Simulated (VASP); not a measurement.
# Mo (P6/mmm) in VASP: single point with LDA

Aim: the single point of Mo with LDA.

Everything below comes from runs of VASP 6.6.1. Logs are shortened: lines on timing, memory, paths and dates and some standing lists are left out, and cuts for length are marked.

### Step 1. The cell of the first run

Symmetry: P6/mmm, No. 191, hexagonal system. Conventional cell: a = 3.053 Å, b = 3.053 Å, c = 6.451 Å, α = 90.00°, β = 90.00°, γ = 120.00°. Mo (site symmetry 6/mmm) has 6 Mo at 3.05 Å within 4.0 Å.

### Step 2. Single point, LDA

File INCAR:

```
PREC = Accurate
ENCUT = 520
EDIFF = 1E-7
ISMEAR = -1
SIGMA = 0.1
LREAL = F
LASPH = T
NELM = 60
ALGO = Normal
ISIF = 2
LWAVE = F
LCHARG = F
GGA = CA
NBANDS = 13
```

File KPOINTS:

```
Automatic mesh
0
Gamma
  9 9 4
```

File POSCAR:

```
Mo
1.0
    3.0531440000      0.0000000000      0.0000000000
   -1.5265720000      2.6441000000      0.0000000000
    0.0000000000      0.0000000000      6.4505920000
Mo
1
Direct
    0.0000000000      0.0000000000      0.0000000000
```

Potentials or basis: VASP PAW LDA potentials, release 64 (Mo_sv).

Run with:

```sh
$ cat potpaw_LDA.64/Mo_sv/POTCAR > POTCAR
$ mpirun -np 1 vasp_std > vasp.out
```

OUTCAR:

```text
PREC = Accurate
   ENCUT = 520
   EDIFF = 1E-7
   ISMEAR = -1
   LREAL = F
   LASPH = T
   NELM = 60
   ISIF = 2
   GGA = CA

 ion  position               nearest neighbor table
   1  0.000  0.000  0.000-

  LATTYP: Found a hexagonal cell.
 ALAT       =     3.0531440000
 C/A-ratio  =     2.1127703115

  Lattice vectors:

 A1 = (   3.0531440000,   0.0000000000,   0.0000000000)
 A2 = (  -1.5265720000,   2.6441000000,   0.0000000000)
 A3 = (   0.0000000000,   0.0000000000,   6.4505920000)

Analysis of symmetry for initial positions (statically):
=====================================================================
 Subroutine PRICEL returns:
 Original cell was already a primitive cell.

 Routine SETGRP: Setting up the symmetry group for a
 hexagonal supercell.

 Subroutine GETGRP returns: Found 24 space group operations
 (whereof 24 operations were pure point group operations)
 out of a pool of 24 trial point group operations.

The static configuration has the point symmetry D_6h.

Analysis of symmetry for dynamics (positions and initial velocities):
=====================================================================
 Subroutine PRICEL returns:
 Original cell was already a primitive cell.

 Routine SETGRP: Setting up the symmetry group for a
 hexagonal supercell.

 Subroutine GETGRP returns: Found 24 space group operations
 (whereof 24 operations were pure point group operations)
 out of a pool of 24 trial point group operations.

The dynamic configuration has the point symmetry D_6h.

 Subroutine INISYM returns: Found 24 space group operations
 (whereof 24 operations are pure point group operations),
 and found     1 'primitive' translations

----------------------------------------------------------------------------------------

                                     Primitive cell

  volume of cell :      52.0745

  direct lattice vectors                    reciprocal lattice vectors
     3.053144000  0.000000000  0.000000000     0.327531227  0.189100261  0.000000000
    -1.526572000  2.644100000  0.000000000     0.000000000  0.378200522  0.000000000
     0.000000000  0.000000000  6.450592000     0.000000000  0.000000000  0.155024531

  length of vectors
     3.053144000  3.053143770  6.450592000     0.378200493  0.378200522  0.155024531

  position of ions in fractional coordinates (direct lattice)
     0.000000000  0.000000000  0.000000000

  ion indices of the primitive-cell ions
   primitive index   ion index
                 1           1

----------------------------------------------------------------------------------------

 KPOINTS: Automatic mesh

Automatic generation of k-mesh.
 Grid dimensions read from file:
 generate k-points for:    9    9    4

 Generating k-lattice:

  Cartesian coordinates                     Fractional coordinates (reciprocal lattice)
     0.036392359  0.021011140  0.000000000     0.111111111  0.000000000  0.000000000
     0.000000000  0.042022280  0.000000000     0.000000000  0.111111111  0.000000000
     0.000000000  0.000000000  0.038756133     0.000000000  0.000000000  0.250000000

  Length of vectors
     0.042022277  0.042022280  0.038756133

  Shift w.r.t. Gamma in fractional coordinates (k-lattice)
     0.000000000  0.000000000  0.000000000

 Subroutine IBZKPT returns following result:
 ===========================================

 Found     36 irreducible k-points:

 Following reciprocal coordinates:
            Coordinates               Weight
  0.000000  0.000000  0.000000      1.000000
  0.111111  0.000000  0.000000      6.000000
  0.222222  0.000000  0.000000      6.000000
  0.333333  0.000000  0.000000      6.000000
  0.444444  0.000000  0.000000      6.000000
  0.111111  0.111111  0.000000      6.000000
[... 16 lines left out ...]
  0.333333  0.222222  0.250000     24.000000
  0.333333  0.333333  0.250000      4.000000
 [... further k-points ...]
   k-points           NKPTS =     36   k-points in BZ     NKDIM =     36   number of bands    NBANDS=     13
   number of dos      NEDOS =    301   number of ions     NIONS =      1
   total plane-waves  NPLWV =  27648
   dimension x,y,z NGX =    24 NGY =   24 NGZ =   48
   dimension x,y,z NGXF=    48 NGYF=   48 NGZF=   96
   ions per type =               1
   NGX,Y,Z   is equivalent  to a cutoff of  13.07, 13.07, 12.37 a.u.
   NGXF,Y,Z  is equivalent  to a cutoff of  26.14, 26.14, 24.74 a.u.
 SYSTEM =  unknown system
   PREC   = accura    normal or accurate (medium, high low for compatibility)
   ISTART =      0    job   : 0-new  1-cont  2-samecut
   ICHARG =      2    charge: 1-file 2-atom 10-const
   ISPIN  =      1    spin polarized calculation?
   LNONCOLLINEAR =      F non collinear calculations
   LSORBIT =      F    spin-orbit coupling
   LASPH  =      T    aspherical Exc in radial PAW
   ENCUT  =  520.0 eV  38.22 Ry    6.18 a.u.   5.68  5.68 11.99*2*pi/ulx,y,z
   NELM   =     60;   NELMIN=  2; NELMDL= -5     # of ELM steps
   EDIFF  = 0.1E-06   stopping-criterion for ELM
   LREAL  =      F    real-space projection
   EDIFFG = 0.1E-05   stopping-criterion for IOM
   NSW    =      0    number of steps for IOM
   IBRION =     -1    ionic relax: 0-MD 1-quasi-New 2-CG
   NFREE  =      0    steps in history (QN), initial steepest desc. (CG)
   ISIF   =      2    stress and relaxation
   ISYM   =      2    0-nonsym 1-usesym 2-fastsym
   POTIM  = 0.5000    time-step for ionic-motion
   TEBEG  =    0.0;   TEEND  =   0.0 temperature during run
   PSTRESS=    0.0 pullay stress
   NELECT =      14.0000    total number of electrons
   NUPDOWN=      -1.0000    fix difference up-down
   EMIN   =  10.00;   EMAX   =-10.00  energy-range for DOS
   EFERMI =   0.00;   METHOD = LEGACY
   ISMEAR =    -1;   SIGMA  =   0.10  broadening in eV -4-tet -1-fermi 0-gaus
   EFERMI_NEDOS =   21; number of points for ismear=-14 and -15
   IALGO  =     38    algorithm
   IMIX   =      4    mixing-type and parameters
     AMIX     =   0.40;   BMIX     =  1.00
     AMIX_MAG =   1.60;   BMIX_MAG =  1.00
  volume/ion in A,a.u.               =      52.07       351.42
  Fermi-wavevector in a.u.,A,eV,Ry     =   1.056597  1.996678 15.189499  1.116397
  Thomas-Fermi vector in A             =   2.191838
   LORBIT       =      0    0 simple, 1 ext, 2 COOP (PROOUT), +10 PAW based schemes
   GGA     = CA    functional components
   LHFCALC =     F    Hartree Fock is set to
   AEXX    =    0.0000 exact exchange contribution
   IVDW    =     0    specifies the selected vdW correction
   LEPSILON=     F    determine dielectric tensor
   LRPA    =     F    only Hartree local field effects (RPA)
 non-spin polarized calculation
  energy-cutoff  :      520.00
  volume of cell :       52.07
 maximum number of plane-waves:      1416
 NGX is ok and might be reduce to    24
   NGX = 11   NGY = 11   NGZ = 23

 number of electron      14.0000000 magnetization

 Free energy of the ion-electron system (eV)
  ---------------------------------------------------
  ext. energy  EPLUGINS =         0.00000000
  ---------------------------------------------------
  free energy    TOTEN  =        -7.74057095 eV

  energy without entropy =       -7.63179554  energy(sigma->0) =       -7.68618324

 E-fermi :   0.4533     XC(G=0):  -7.1018

 val. band max:        0.4291170475   @ k =   0.3333   0.2222   0.5000
 cond. band min:       0.4785536466   @ k =   0.3333   0.2222   0.5000
 fundamental gap:      0.0494365991
 Fermi energy:         0.4532883295

 k-point     1 :       0.0000    0.0000    0.0000
  band No.  band energies     occupation
      1     -60.2820      2.00000
      2     -34.6752      2.00000
      3     -34.1269      2.00000
      4     -34.1269      2.00000
      5      -3.6323      2.00000
      6      -0.6101      1.99995
      7       0.2631      1.74016
      8       0.2631      1.74016
      9       1.9451      0.00000
     10       1.9451      0.00000
     11       1.9899      0.00000
     12       5.5215      0.00000
     13      13.1384      0.00000

 k-point     2 :       0.1111    0.0000    0.0000
  band No.  band energies     occupation
      1     -60.2754      2.00000
      2     -34.6680      2.00000
      3     -34.1825      2.00000
      4     -34.1401      2.00000
      5      -3.2575      2.00000
      6      -0.4658      1.99980
      7       0.0432      1.96744
      8       0.5420      0.58355
      9       0.8912      0.02475
     10       1.8731      0.00000
     11       3.1537      0.00000
     12       5.7191      0.00000
     13      13.5698      0.00000

 k-point     3 :       0.2222    0.0000    0.0000
  band No.  band energies     occupation
      1     -60.2586      2.00000
      2     -34.6496      2.00000
      3     -34.3216      2.00000
      4     -34.1734      2.00000
      5      -2.3601      2.00000
      6      -0.2919      1.99884
      7      -0.0218      1.98285
      8      -0.0155      1.98176
      9       1.3189      0.00035
     10       1.6965      0.00001
     11       4.4370      0.00000
     12       6.3177      0.00000
     13      13.3223      0.00000

 k-point     4 :       0.3333    0.0000    0.0000
  band No.  band energies     occupation
      1     -60.2394      2.00000
      2     -34.6285      2.00000
      3     -34.4768      2.00000
      4     -34.2110      2.00000
      5      -2.0055      2.00000
      6      -0.6744      1.99997
      7       0.4105      1.21072
      8       0.6747      0.19691
      9       1.5048      0.00005
     10       2.3791      0.00000
     11       5.8058      0.00000
     12       7.3295      0.00000
     13      10.1982      0.00000

 k-point     5 :       0.4444    0.0000    0.0000
  band No.  band energies     occupation
      1     -60.2268      2.00000
      2     -34.6148      2.00000
      3     -34.5765      2.00000
      4     -34.2353      2.00000
      5      -2.1724      2.00000
      6      -1.0211      2.00000
      7       0.8218      0.04894
      8       1.3845      0.00018
      9       2.4111      0.00000
     10       3.2388      0.00000
     11       7.0136      0.00000
     12       7.4817      0.00000
     13       8.8825      0.00000
[... 257 lines left out ...]
 k-point    22 :       0.2222    0.2222    0.2500
  band No.  band energies     occupation
      1     -60.2309      2.00000
      2     -34.6193      2.00000
      3     -34.4849      2.00000
      4     -34.2890      2.00000
      5      -0.8750      2.00000
      6      -0.6474      1.99997
      7      -0.5327      1.99990
      8       0.7167      0.13392
      9       0.9050      0.02160
     10       3.8207      0.00000
     11       5.9530      0.00000
     12       9.4482      0.00000
     13      10.1552      0.00000

 k-point    23 :       0.3333    0.2222    0.2500
  band No.  band energies     occupation
      1     -60.2213      2.00000
      2     -34.6087      2.00000
      3     -34.5201      2.00000
      4     -34.3501      2.00000
      5      -1.0704      2.00000
      6      -0.6716      1.99997
      7       0.4245      1.14289
      8       0.4825      0.85518
      9       0.9697      0.01137
     10       5.5434      0.00000
     11       7.4413      0.00000
     12       7.8593      0.00000
     13       9.9903      0.00000

 k-point    24 :       0.3333    0.3333    0.2500
  band No.  band energies     occupation
      1     -60.2180      2.00000
      2     -34.6051      2.00000
      3     -34.4523      2.00000
      4     -34.4523      2.00000
      5      -0.2298      1.99784
      6      -0.2298      1.99784
      7      -0.2019      1.99715
      8      -0.2019      1.99715
      9       1.0162      0.00716
     10       7.0748      0.00000
     11       7.7453      0.00000
     12       7.7453      0.00000
     13       8.6743      0.00000

 [... further k-points ...]

------------------------ aborting loop because EDIFF is reached ----------------------------------------

  FORCE on cell =-STRESS in cart. coord.  units (eV):
  Direction    XX          YY          ZZ          XY          YZ          ZX
  --------------------------------------------------------------------------------------
  -------------------------------------------------------------------------------------
  Total       -8.0777773     -8.0777757     -0.1194548      0.0000000     -0.0000000      0.0000000
  in kB     -248.5293713   -248.5293214     -3.6752729      0.0000000     -0.0000000      0.0000000
  external PRESSURE =    -166.9113219 kB  Pullay stress =       0.0000000 kB

 VOLUME and BASIS-vectors are now :
 -----------------------------------------------------------------------------
  energy-cutoff  :      520.00
  volume of cell :       52.07
      direct lattice vectors                 reciprocal lattice vectors
     3.053144000  0.000000000  0.000000000     0.327531227  0.189100261  0.000000000
    -1.526572000  2.644100000  0.000000000     0.000000000  0.378200522  0.000000000
     0.000000000  0.000000000  6.450592000     0.000000000  0.000000000  0.155024531

 POSITION                                       TOTAL-FORCE (eV/Angst)
 -----------------------------------------------------------------------------------
      0.00000      0.00000      0.00000         0.000000      0.000000      0.000000
 -----------------------------------------------------------------------------------
    total drift:                                0.000000      0.000000      0.000000

  FREE ENERGIE OF THE ION-ELECTRON SYSTEM (eV)
  ---------------------------------------------------
  free  energy   TOTEN  =        -7.7405709512 eV

  energy  without entropy=       -7.6317955377  energy(sigma->0) =       -7.68618324
```

It took 11 s on 1 thread of Intel Xeon 6975P-C (Granite Rapids), shared host; peak memory 0.15 GiB.

Results:

```
Free energy            : -7.7406 eV
Pressure               : -16.7 GPa
Band gap on the k mesh : zero (band 7 reaches 0.96 eV, above the bottom of band 8 at -0.21 eV)
```

Stress tensor (GPa, compression positive):
```
-24.85   0.00   0.00
  0.00 -24.85   0.00
  0.00   0.00  -0.37
```
